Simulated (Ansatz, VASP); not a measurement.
## Pb: VASP beside Ansatz

```
CELL_PARAMETERS angstrom
0.00000 2.49464 2.49464
2.49464 0.00000 2.49464
2.49464 2.49464 0.00000
ATOMIC_POSITIONS crystal
Pb 0.00000 0.00000 0.00000
```

Alike in both runs: task single point; functional r2SCAN; k mesh 11 × 11 × 11; occupations fermi-dirac, width 0.01 eV; no spin polarisation.

|  | VASP | Ansatz |
| --- | --- | --- |
| version | VASP 6.6.1 | Ansatz 0.2.0 |
| potentials or method | VASP PAW PBE potentials, release 64 (Pb_d), cutoff 520 eV | plane waves (500 eV) with PAW, scalar-relativistic |
| valence electrons in the cell | 14 | 14 |

```tsv
	VASP	Ansatz	Ansatz less VASP
pressure (GPa)	0.0	0.0	+0.02
```

VASP's potentials were made for PBE, not for r2SCAN.

Neither program's run includes spin-orbit coupling.
